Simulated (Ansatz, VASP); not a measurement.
Tl in VASP and in Ansatz

```
CELL_PARAMETERS angstrom
3.72351 0.00000 0.00000
-1.86176 3.22466 0.00000
0.00000 0.00000 11.78248
ATOMIC_POSITIONS crystal
Tl 0.00000 0.00000 0.00000
Tl 0.00000 0.00000 0.50000
Tl 0.33333 0.66667 0.25000
Tl 0.66667 0.33333 0.75000
```

Alike in both runs: functional BLYP; k mesh 11 × 11 × 3; occupations fermi-dirac, width 0.1 eV; no spin polarisation.

Ansatz relaxed the structure, and its values are those at the end. VASP's run is a single point on that final structure, the one shown.

|  | VASP | Ansatz |
| --- | --- | --- |
| version | VASP 6.6.1 | Ansatz 0.2.0 |
| potentials or method | VASP PAW PBE potentials, release 64 (Tl_d), cutoff 520 eV | plane waves (420 eV) with PAW, scalar-relativistic |
| valence electrons in the cell | 52 | 52 |

```csv
,VASP,Ansatz,Ansatz less VASP
pressure (GPa),0.0,0.0,-0.01
```

VASP's potentials were made for PBE, not for BLYP.

Neither program's run includes spin-orbit coupling.
